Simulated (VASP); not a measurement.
Set up this calculation in VASP 6.6.1, as the native input.

```
Task                   : single point
Functional             : LDA
Potentials or basis    : VASP PAW LDA potentials, release 64 (Ta_sv_GW, N)
Cutoff                 : 700 eV
k mesh                 : 10 × 10 × 10
Occupations            : fermi-dirac, width 0.05 eV
Spin                   : no spin polarisation
Dipole correction      : no
Further INCAR settings : ALGO = Normal; EDIFF = 1e-06; NBANDS = 16
```

The structure of TaN lies in POSCAR:

```
TaN
1.0
    0.0000000000      2.2113230000      2.2113230000
    2.2113230000      0.0000000000      2.2113230000
    2.2113230000      2.2113230000      0.0000000000
Ta N
1 1
Direct
    0.5000000000      0.5000000000      0.5000000000
    0.0000000000      0.0000000000      0.0000000000
```

The input as run:

INCAR

```
PREC = Accurate ; ENCUT = 700
EDIFF = 1E-6 ; ISMEAR = -1
SIGMA = 0.05 ; LREAL = False
LASPH = True ; NELM = 120
ALGO = Normal ; ISIF = 2
LWAVE = False ; LCHARG = True
GGA = CA ; LELF = True
LVHAR = True ; NBANDS = 16
GGA_COMPAT = False
```

KPOINTS

```
regular mesh
0
Gamma
  10 10 10
```

Potentials or basis: VASP PAW LDA potentials, release 64 (Ta_sv_GW, N).

Launch:

```bash
$ cat potpaw_LDA.64/Ta_sv_GW/POTCAR potpaw_LDA.64/N/POTCAR > POTCAR
$ mpirun -np 1 vasp_std > vasp.out
```

Results of the run:

```yaml
Pressure: -16.4 GPa
Band_gap_on_the_k_mesh: zero (bands 9 and 10 overlap by 3.91 eV)
```

Caveat: the cell stands under tension; spin-orbit coupling is left out, which moves the levels of the heavy elements.

It took 26 s on 1 thread of Intel(R) Xeon(R) Platinum 8375C CPU @ 2.90GHz (Ice Lake) (shared host), peak memory 0.17 GiB.
